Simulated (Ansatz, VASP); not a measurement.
Given: the input of a run of VASP 6.6.1 on C.

File POSCAR:

```
C
1.0
    2.4562275060      0.0000000000      0.0000000000
   -1.2281137530      2.1271554177      0.0000000000
    0.0000000000      0.0000000000     24.1339601687
C
4
Direct
    0.6666666667      0.3333333333      0.5704754400
    0.3333333333      0.6666666667      0.4295245600
    0.0000000000      0.0000000000      0.4295312300
    0.0000000000      0.0000000000      0.5704687700
```

The input INCAR.step1:

```
PREC     = Accurate       # precision mode
ENCUT    = 520            # plane-wave cutoff, eV
ISMEAR   = -1             # smearing method
SIGMA    = 0.05           # smearing width, eV
LREAL    = False          # projectors in reciprocal space
LASPH    = True           # aspherical terms in the spheres
NELM     = 80             # most SCF steps
NBANDS   = 16             # bands
GGA      = PE             # functional
ALGO     = Normal         # electronic algorithm
EDIFF    = 1E-4           # SCF threshold, eV
LWAVE    = True           # write WAVECAR
LCHARG   = False          # write CHGCAR
```

The input INCAR.step2:

```
PREC     = Accurate       # precision mode
ENCUT    = 520            # plane-wave cutoff, eV
EDIFF    = 1E-6           # SCF threshold, eV
ISMEAR   = -1             # smearing method
SIGMA    = 0.05           # smearing width, eV
LREAL    = False          # projectors in reciprocal space
LASPH    = True           # aspherical terms in the spheres
NELM     = 80             # most SCF steps
ALGO     = Normal         # electronic algorithm
ISIF     = 2              # what is computed and relaxed
LWAVE    = False          # write WAVECAR
LCHARG   = False          # write CHGCAR
METAGGA  = R2SCAN         # meta-GGA
LMIXTAU  = True         
NBANDS   = 16             # bands
ISTART   = 1
```

The input KPOINTS:

```
regular mesh
0
Gamma
  12 12 2
```

Potentials or basis: VASP PAW PBE potentials, release 64 (C).

Run with:

```bash
$ cat potpaw_PBE.64/C/POTCAR > POTCAR
$ cp INCAR.step1 INCAR
$ mpirun -np 1 vasp_std > vasp.out
$ cp INCAR.step2 INCAR
$ mpirun -np 1 vasp_std > vasp.out
```

Question: Set up the same calculation for Ansatz 0.2.0. Potentials there: Ansatz PAW.

Answer: As run (the cutoff follows the program's own potentials):

The input input.yaml:

```yaml
crystal:
  lattice:
    - [2.456227506, 0.0, 0.0]
    - [-1.228113753, 2.1271554177, 0.0]
    - [0.0, 0.0, 24.1339601687]
  atoms:
    - { symbol: C, position: [0.6666666667, 0.3333333333, 0.57047544] }
    - { symbol: C, position: [0.3333333333, 0.6666666667, 0.42952456] }
    - { symbol: C, position: [0.0, 0.0, 0.42953123] }
    - { symbol: C, position: [0.0, 0.0, 0.57046877] }
hamiltonian:
  xc: r2scan
  pseudopotentials: { kind: paw }
kpoints:
  mp_grid: { grid: [12, 12, 2] }
scf:
  occupations: { method: fermi_dirac, width: 0.05 }
output:
  forces: true
  stress: true
  eigenvalues: true
```

Potentials or basis: Ansatz PAW.

Command:

```console
$ ansatz run input.yaml --threads 1 --pin off --max-ram 3584MiB --backend cpu --events-out ev --progress --plain --runs-dir out
```

Both were run:

|  | VASP | Ansatz | Ansatz less VASP |
| --- | --- | --- | --- |
| gap on the k mesh at the Fermi level (eV) | none | none | - |
| rms of the force components (eV/Å) | 0.008 | 0.008 | 0.0000 |

VASP's potentials were made for PBE, not for r2SCAN. Atom by atom the forces differ by 0.000 eV/Å (rms over components). A gap of «none» marks a metal or a gap that the smearing closes.
